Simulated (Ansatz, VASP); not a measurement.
# One calculation of BN, two programs

```
B N
1.0
     0.00000    1.88484    1.95734
     1.88484    0.00000    1.95734
     1.88484    1.88484    0.00000
B N
1 1
Direct
  0.00000 0.00000 0.00000
  0.75000 0.75000 0.75000
```

Change from the starting cell: strain +0.040 along x and y, +0.080 along z, atoms carried along.

Alike in both runs: task single point; functional PBE; k mesh 12 × 12 × 12; occupations gaussian, width 0.05 eV; no spin polarisation.

|  | VASP | Ansatz |
| --- | --- | --- |
| version | VASP 6.6.1 | Ansatz 0.2.0 |
| potentials or method | VASP PAW PBE potentials, release 64 (B, N), cutoff 600 eV | scalar-relativistic, plane waves, PAW |
| valence electrons in the cell | 8 | 8 |

```csv
,VASP,Ansatz,Ansatz less VASP
gap on the k mesh at the Fermi level (eV),3.97,3.98,+0.007
least direct gap on the mesh (eV),7.69,7.67,-0.021
pressure (GPa),-43.5,-43.2,+0.33
"traceless stress, the component that is largest in VASP (GPa)",-13.79,-13.78,+0.008
```

Both programs put the cell under strong tension, so it lies far from rest at this level.

Noted on VASP's run: the cell as given lies far from equilibrium.
